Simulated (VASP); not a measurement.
## Si16C16O (a cell with a defect): single point with PBE

The system is Si16C16O (a cell with a defect).

```
CELL_PARAMETERS angstrom
6.18792 0.00000 0.00000
-3.09396 5.35890 0.00000
0.00000 0.00000 10.12878
ATOMIC_POSITIONS crystal
Si 0.31500 0.15513 0.93280
Si 0.16657 0.33384 0.44104
Si 0.00368 0.02123 0.69445
Si 0.99777 0.99012 0.19853
Si 0.32905 0.66415 0.93594
Si 0.16650 0.83375 0.43304
Si 0.99685 0.51360 0.68361
Si 0.00004 0.50157 0.19225
Si 0.84788 0.16643 0.97091
Si 0.66654 0.32995 0.44028
Si 0.49261 0.99531 0.67806
Si 0.50199 0.99896 0.18679
Si 0.83161 0.66211 0.94531
Si 0.66512 0.82938 0.43871
Si 0.50225 0.49908 0.69262
Si 0.49426 0.49536 0.18816
C 0.34413 0.16178 0.74274
C 0.16234 0.32907 0.25279
C 0.00155 0.99797 0.49704
C 0.99544 0.97211 0.02326
C 0.33007 0.66598 0.74729
C 0.17073 0.83224 0.24994
C 0.00381 0.51023 0.49382
C 0.00288 0.50629 0.00827
C 0.81643 0.18267 0.68705
C 0.66398 0.33295 0.24938
C 0.49207 0.98992 0.49026
C 0.50537 0.00111 0.99672
C 0.83427 0.68325 0.75780
C 0.66174 0.82699 0.25093
C 0.50186 0.49759 0.50292
C 0.49026 0.49178 0.99828
O 0.04905 0.21543 0.84920
```

| Item | Value |
| --- | --- |
| Program | VASP 6.6.1 |
| Task | single point |
| Functional | PBE |
| Potentials or basis | VASP PAW PBE potentials, release 64 (Si, C, O) |
| Cutoff | 520 eV |
| k mesh | 1 × 1 × 1 |
| Occupations | fermi-dirac, width 0.01 eV |
| Spin | no spin polarisation |

* Largest force: 0.401 eV/Å

Forces on the atoms (eV/Å):
```
Si   0.040 -0.028  0.018
Si  -0.001  0.005  0.004
Si  -0.008  0.035  0.009
Si   0.018  0.005  0.045
Si  -0.003  0.042  0.024
Si   0.012  0.011 -0.005
Si  -0.007  0.054 -0.034
Si   0.018  0.000  0.013
Si  -0.017 -0.018  0.196
Si   0.021 -0.004  0.014
Si  -0.017 -0.006  0.004
Si   0.024  0.014  0.031
Si   0.017  0.011 -0.018
Si   0.002  0.015  0.009
Si   0.018  0.003  0.030
Si  -0.011  0.002 -0.003
C    0.032  0.017  0.003
C    0.017  0.009  0.000
C    0.020  0.012 -0.012
C    0.036 -0.004  0.046
C    0.002  0.004  0.023
C   -0.001  0.003 -0.001
C    0.008  0.036 -0.011
C    0.040  0.001 -0.021
C   -0.037  0.040 -0.171
C    0.004  0.019 -0.016
C   -0.007 -0.006  0.000
C    0.003  0.008  0.014
C   -0.009  0.042  0.019
C    0.021 -0.003  0.004
C    0.004  0.009  0.008
C   -0.020 -0.032 -0.061
O   -0.218 -0.297 -0.160
```

Levels at points of the mesh, in eV from the Fermi level:
```
           k point  band 66  band 67  band 68  band 69  band 70  band 71
(0.00, 0.00, 0.00)    -1.49    -1.33    -0.24     0.40     0.52     0.63
```

Run time: 41 s on 1 thread of Intel(R) Xeon(R) 6975P-C (Granite Rapids) (shared host), peak memory 0.4 GiB.

Caveat: the k points lie up to 1.17 Å⁻¹ apart; the cell carries a net charge on a neutralising background, which shifts energy and pressure; the cell is charged against a uniform background, so pressure and absolute levels hang on convention.
